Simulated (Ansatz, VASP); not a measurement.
**FeH6C2: VASP beside Ansatz**

POSCAR

```
FeH6C2
1.0
    0.0000000000      2.9526670000      2.9526670000
    2.9526670000      0.0000000000      2.9526670000
    2.9526670000      2.9526670000      0.0000000000
H Fe C
6 1 2
Direct
    0.7580000000      0.2420000000      0.2420000000
    0.2420000000      0.7580000000      0.2420000000
    0.2420000000      0.7580000000      0.7580000000
    0.7580000000      0.2420000000      0.7580000000
    0.2420000000      0.2420000000      0.7580000000
    0.7580000000      0.7580000000      0.2420000000
    0.0000000000      0.0000000000      0.0000000000
    0.2500000000      0.2500000000      0.2500000000
    0.7500000000      0.7500000000      0.7500000000
```

The input INCAR.step1:

```
SYSTEM = FeH6C2
PREC = Accurate ; ENCUT = 520
ISMEAR = -5 ; SIGMA = 0.1
LREAL = .False. ; LASPH = .True.
NELM = 100 ; NBANDS = 21
GGA = PE ; ALGO = Normal
EDIFF = 1E-4 ; LWAVE = .True.
LCHARG = .False.
```

The input INCAR.step2:

```
SYSTEM = FeH6C2
PREC = Accurate ; ENCUT = 520
EDIFF = 1E-7 ; ISMEAR = -5
SIGMA = 0.1 ; LREAL = .False.
LASPH = .True. ; NELM = 100
ALGO = Normal ; ISIF = 2
LWAVE = .False. ; LCHARG = .False.
METAGGA = R2SCAN ; LMIXTAU = .True.
NBANDS = 21 ; ISTART = 1
```

Contents of KPOINTS:

```
Automatic mesh
0
Gamma
  5 5 5
  0 0 0
```

Input for Ansatz:

```yaml
crystal:
  lattice:
    - [0.0, 2.952667, 2.952667]
    - [2.952667, 0.0, 2.952667]
    - [2.952667, 2.952667, 0.0]
  atoms:
    - { symbol: H, position: [0.758, 0.242, 0.242] }
    - { symbol: H, position: [0.242, 0.758, 0.242] }
    - { symbol: H, position: [0.242, 0.758, 0.758] }
    - { symbol: H, position: [0.758, 0.242, 0.758] }
    - { symbol: H, position: [0.242, 0.242, 0.758] }
    - { symbol: H, position: [0.758, 0.758, 0.242] }
    - { symbol: Fe, position: [0.0, 0.0, 0.0] }
    - { symbol: C, position: [0.25, 0.25, 0.25] }
    - { symbol: C, position: [0.75, 0.75, 0.75] }
  symmetry: { tolerance: 0.0003 }
kpoints:
  mp_grid: { grid: [5, 5, 5], shift: [0, 0, 0] }
magnetization:
  spin_polarized: false
scf:
  occupations: { method: tetrahedron }
hamiltonian:
  pseudopotentials: { kind: paw }
  xc: r2scan
basis:
  ecutwfc: 500
  xc_grid: 1
output:
  forces: true
  stress: true
  eigenvalues: true
accuracy: medium
```

Alike in both runs: task single point; functional r2SCAN; k mesh 5 × 5 × 5; occupations tetrahedron; no spin polarisation.

```csv
,VASP,Ansatz
version,VASP 6.6.1,Ansatz 0.2.0
potentials or method,"VASP PAW PBE potentials, release 64 (H, Fe, C), cutoff 520 eV",PAW plane waves
valence electrons in the cell,22,30
```

```csv
,VASP,Ansatz,Ansatz less VASP
gap on the k mesh at the Fermi level (eV),0.02,0.02,+0.003
pressure (GPa),5.4,4.7,-0.67
rms of the force components (eV/Å),1.141,1.105,-0.0360
```

VASP's potentials were made for PBE, not for r2SCAN. Atom by atom the forces differ by 0.036 eV/Å (rms over components). VASP's potentials hold 22 valence electrons a cell and Ansatz's 30, so a difference there can come from the potentials and not from the codes. Ansatz's warnings: band table not solved further, tetrahedron derivatives may miss energy slope.
